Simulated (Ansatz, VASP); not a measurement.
## One calculation of InSb3, two programs

File INCAR:

```
SYSTEM = InSb3
PREC = Accurate
ENCUT = 500
EDIFF = 1E-6
ISMEAR = 0
SIGMA = 0.1
LREAL = .False.
LASPH = .True.
NELM = 120
ALGO = Normal
ISIF = 2
LWAVE = .False.
LCHARG = .False.
GGA = PS
NBANDS = 22
GGA_COMPAT = .False.
```

KPOINTS

```
regular mesh
0
Gamma
  1 1 1
  0 0 0
```

File POSCAR:

```
InSb3
1.0
    0.0000000000      3.7945550000      3.7945550000
    3.7945550000      0.0000000000      3.7945550000
    3.7945550000      3.7945550000      0.0000000000
In Sb
1 3
Direct
    0.0000000000      0.0000000000      0.0000000000
    0.2500000000      0.2500000000      0.2500000000
    0.7500000000      0.7500000000      0.7500000000
    0.5000000000      0.5000000000      0.5000000000
```

Input for Ansatz:

```yaml
crystal:
  lattice:
    - [0.0, 3.794555, 3.794555]
    - [3.794555, 0.0, 3.794555]
    - [3.794555, 3.794555, 0.0]
  atoms:
    - { symbol: In, position: [0.0, 0.0, 0.0] }
    - { symbol: Sb, position: [0.25, 0.25, 0.25] }
    - { symbol: Sb, position: [0.75, 0.75, 0.75] }
    - { symbol: Sb, position: [0.5, 0.5, 0.5] }
basis:
  ecutwfc: 530
kpoints:
  mp_grid: { grid: [1, 1, 1] }
hamiltonian:
  xc: pbesol
  dispersion: none
scf:
  occupations: { method: gaussian, width: 0.1 }
output:
  forces: true
  stress: true
  eigenvalues: true
```

Alike in both runs: task single point; functional PBEsol; k mesh 1 × 1 × 1; occupations gaussian, width 0.1 eV; no spin polarisation.

|  | VASP | Ansatz |
| --- | --- | --- |
| version | VASP 6.6.1 | Ansatz 0.2.0 |
| potentials or method | VASP PAW PBE potentials, release 64 (In_d, Sb), cutoff 500 eV | scalar-relativistic, plane waves, PAW |
| valence electrons in the cell | 28 | 58 |

|  | VASP | Ansatz | Ansatz less VASP |
| --- | --- | --- | --- |
| pressure (GPa) | 17.8 | 17.6 | -0.23 |

VASP's potentials were made for PBE, not for PBEsol. VASP's potentials hold 28 valence electrons a cell and Ansatz's 58, so a difference there can come from the potentials and not from the codes.

The k mesh is coarse, so the values compare programs but aren't converged. Neither program's run includes spin-orbit coupling.
